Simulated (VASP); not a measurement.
Hf, 3 atoms in the cell. Symmetry: P-3m1, No. 164, trigonal system. Conventional cell: a = 3.149 Å, b = 3.149 Å, c = 7.846 Å, α = 90.00°, β = 90.00°, γ = 120.00°. Hf (site symmetry -3m) has 12 Hf at 3.15 to 3.18 Å within 4.1 Å. Within 4.1 Å of Hf (site symmetry 3m) lie 12 Hf at 3.15 to 3.20 Å. 

* Program: VASP 6.6.1
* Task: single point
* Functional: PBE
* Potentials or basis: VASP PAW PBE potentials, release 64 (Hf_pv)
* Cutoff: 520 eV
* k mesh: 6 × 6 × 2
* Occupations: gaussian, width 0.1 eV
* Spin: no spin polarisation
* Dipole correction: no
* Further INCAR settings: ALGO = Fast; EDIFF = 1e-06; NBANDS = 22

Potentials or basis: VASP PAW PBE potentials, release 64 (Hf_pv).

Command:

```sh
$ cat potpaw_PBE.64/Hf_pv/POTCAR > POTCAR
$ mpirun -np 1 vasp_std > vasp.out
```

Hardware: 1 thread of Intel(R) Xeon(R) 6975P-C (Granite Rapids), on a shared host.

**Question.** Estimate the wall time of this run.

**Answer.** It took 12 s on 1 thread of Intel(R) Xeon(R) 6975P-C (Granite Rapids), with other jobs on the host, peak memory 0.18 GiB. Counts: scf iterations 14, k points 14.
